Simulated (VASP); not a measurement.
# Ni (P4/nmm) in VASP: notebook, part 2 of 2

VASP 6.6.1. The steps go on from the part before.

### 3 Single point, PBEsol, collinear spin, ferromagnetic start (atoms displaced along a vibrational mode)

Contents of INCAR:

```
SYSTEM = Ni
PREC = Accurate
ENCUT = 520
EDIFF = 1E-6
ISMEAR = 0
SIGMA = 0.15
LREAL = .FALSE.
LASPH = .TRUE.
NELM = 150
ALGO = Normal
ISIF = 2
LWAVE = .FALSE.
LCHARG = .FALSE.
ISPIN = 2
MAGMOM = 0.73 0.73
LORBIT = 11
LMAXMIX = 4
GGA = PS
NBANDS = 21
```

Contents of KPOINTS:

```
Automatic mesh
0
G
  24 24 18
  0 0 0
```

Contents of POSCAR:

```
Ni
1.0
    0.0000000000     -1.7315750128     -1.7315750128
    0.0000000000      1.7315750128     -1.7315750128
    3.4631500256      0.0000000000      0.0000000000
Ni
2
Direct
    0.5000000000      0.5000000000      0.4566868317
    0.0000000000      0.0000000000      0.0433131683
```

Potentials or basis: VASP PAW PBE potentials, release 64 (Ni).

Run with:

```bash
cat potpaw_PBE.64/Ni/POTCAR > POTCAR
mpirun -np 1 vasp_std > vasp.out
```

OUTCAR:

```text
SYSTEM = Ni
   PREC = Accurate
   ENCUT = 520
   EDIFF = 1E-6
   ISMEAR = 0
   LREAL = .FALSE.
   LASPH = .TRUE.
   NELM = 150
   ISIF = 2
   ISPIN = 2
   LORBIT = 11
   GGA = PS

 ion  position               nearest neighbor table
   1  0.500  0.500  0.457-   2 2.25   2 2.25   2 2.25   2 2.25   2 2.67   2 2.67   2 2.67   2 2.67

   2  0.000  0.000  0.043-   1 2.25   1 2.25   1 2.25   1 2.25   1 2.67   1 2.67   1 2.67   1 2.67

  LATTYP: Found a simple tetragonal cell.
 ALAT       =     2.4488168674
 C/A-ratio  =     1.4142135624

  Lattice vectors:

 A1 = (   0.0000000000,  -1.7315750128,  -1.7315750128)
 A2 = (   0.0000000000,   1.7315750128,  -1.7315750128)
 A3 = (   3.4631500256,   0.0000000000,   0.0000000000)

Analysis of symmetry for initial positions (statically):
=====================================================================
 Subroutine PRICEL returns:
 Original cell was already a primitive cell.

 Routine SETGRP: Setting up the symmetry group for a
 simple tetragonal supercell.

[... 1345 lines left out ...]
     20      36.5648      0.00000
     21      41.0310      0.00000

 [... further k-points ...]

------------------------ aborting loop because EDIFF is reached ----------------------------------------

  FORCE on cell =-STRESS in cart. coord.  units (eV):
  Direction    XX          YY          ZZ          XY          YZ          ZX
  --------------------------------------------------------------------------------------
  -------------------------------------------------------------------------------------
  Total        1.4802210      1.8519562      1.8519562      0.0000000      0.0000000      0.0000000
  in kB      114.1966115    142.8753711    142.8753711      0.0000000      0.0000000      0.0000000
  external PRESSURE =     133.3157846 kB  Pullay stress =       0.0000000 kB

 VOLUME and BASIS-vectors are now :
 -----------------------------------------------------------------------------
  energy-cutoff  :      520.00
  volume of cell :       20.77
      direct lattice vectors                 reciprocal lattice vectors
     0.000000000 -1.731575013 -1.731575013     0.000000000 -0.288754456 -0.288754456
     0.000000000  1.731575013 -1.731575013     0.000000000  0.288754456 -0.288754456
     3.463150026  0.000000000  0.000000000     0.288754456  0.000000000  0.000000000

 POSITION                                       TOTAL-FORCE (eV/Angst)
 -----------------------------------------------------------------------------------
      1.58158      0.00000     -1.73158         3.170977      0.000000     -0.000000
      0.15000      0.00000      0.00000        -3.170977     -0.000000      0.000000
 -----------------------------------------------------------------------------------
    total drift:                                0.000000      0.000000     -0.000000

  FREE ENERGIE OF THE ION-ELECTRON SYSTEM (eV)
  ---------------------------------------------------
  free  energy   TOTEN  =       -11.8301607333 eV

  energy  without entropy=      -11.7866153259  energy(sigma->0) =      -11.80838803

 total charge

# of ion       s       p       d       tot
------------------------------------------
    1        0.545   0.577   8.372   9.494
    2        0.545   0.577   8.372   9.494
--------------------------------------------------
tot          1.091   1.153  16.743  18.987

 magnetization (x)

# of ion       s       p       d       tot
------------------------------------------
    1       -0.006  -0.023   0.643   0.614
    2       -0.006  -0.023   0.643   0.614
--------------------------------------------------
tot         -0.012  -0.046   1.286   1.229
```

stdout:

```text
POSCAR found type information on POSCAR Ni
 POSCAR found :  1 types and       2 ions
 scaLAPACK will be used
 -----------------------------------------------------------------------------
|                                                                             |
|                                                                             |
|     You enforced a specific xc type in the INCAR file but a different       |
|     I HOPE YOU KNOW WHAT YOU ARE DOING!                                     |
|                                                                             |
 -----------------------------------------------------------------------------

 LDA part: xc-table for (Slater+PW92), standard interpolation
 POSCAR, INCAR and KPOINTS ok, starting setup
 FFT: planning ... GRIDC
 FFT: planning ... GRID_SOFT
 FFT: planning ... GRID
 WAVECAR not read
 entering main loop
```

It took 5.2 min on 1 thread of Oxide Virtual Turin-like, shared host; peak memory 0.55 GiB.

Results:

```
Free energy                                           : -11.8302 eV
Pressure                                              : 13.3 GPa
Largest force                                         : 3.171 eV/Å
Net moment                                            : 1.22 μB per cell
Site moments                                          : Ni +0.61 μB
Valence electrons inside the program's atomic spheres : Ni 9.49
```

Forces on the atoms (eV/Å):
```
Ni   3.171  0.000  0.000
Ni  -3.171  0.000  0.000
```

Levels at points of the mesh, in eV from the Fermi level:
Spin up:
| k point | band 8 | band 9 | band 10 | band 11 | band 12 | band 13 | band 14 | band 15 |
| --- | --- | --- | --- | --- | --- | --- | --- | --- |
| (0.00, 0.00, 0.00) | -1.55 | -0.56 | -0.52 | -0.52 | 3.08 | 9.02 | 15.18 | 15.18 |
| (0.50, 0.00, 0.00) | -2.49 | -0.99 | -0.99 | 0.98 | 0.98 | 10.75 | 10.75 | 14.46 |
| (0.50, 0.50, 0.00) | -0.62 | -0.52 | -0.52 | 2.41 | 2.41 | 9.55 | 9.55 | 15.51 |
| (0.00, 0.00, 0.50) | -1.55 | -1.28 | -1.28 | -0.99 | -0.71 | 18.93 | 19.01 | 19.01 |
| (0.50, 0.00, 0.50) | -1.09 | -0.52 | -0.52 | -0.11 | -0.11 | 5.80 | 5.80 | 22.80 |
| (0.50, 0.50, 0.50) | -1.28 | -0.52 | -0.52 | 6.82 | 6.82 | 9.12 | 9.12 | 9.91 |
Spin down:
| k point | band 6 | band 7 | band 8 | band 9 | band 10 | band 11 | band 12 | band 13 |
| --- | --- | --- | --- | --- | --- | --- | --- | --- |
| (0.00, 0.00, 0.00) | -1.80 | -1.03 | -1.02 | 0.14 | 0.29 | 0.29 | 3.15 | 9.28 |
| (0.50, 0.00, 0.00) | -1.90 | -1.86 | -1.86 | -0.25 | -0.25 | 1.50 | 1.50 | 10.89 |
| (0.50, 0.50, 0.00) | -0.03 | 0.18 | 0.18 | 0.23 | 0.23 | 2.41 | 2.41 | 9.81 |
| (0.00, 0.00, 0.50) | -1.51 | -1.51 | -0.88 | -0.53 | -0.53 | -0.45 | -0.01 | 18.94 |
| (0.50, 0.00, 0.50) | -1.88 | -0.76 | -0.76 | 0.24 | 0.24 | 0.24 | 0.24 | 6.19 |
| (0.50, 0.50, 0.50) | -2.15 | -0.72 | -0.72 | 0.23 | 0.23 | 7.01 | 7.01 | 9.33 |

Caveat: the cell differs from its parent crystal (atoms displaced along a vibrational mode); the cell stands under pressure; the PAW data sets were made with another functional, which shifts forces and pressure a little.
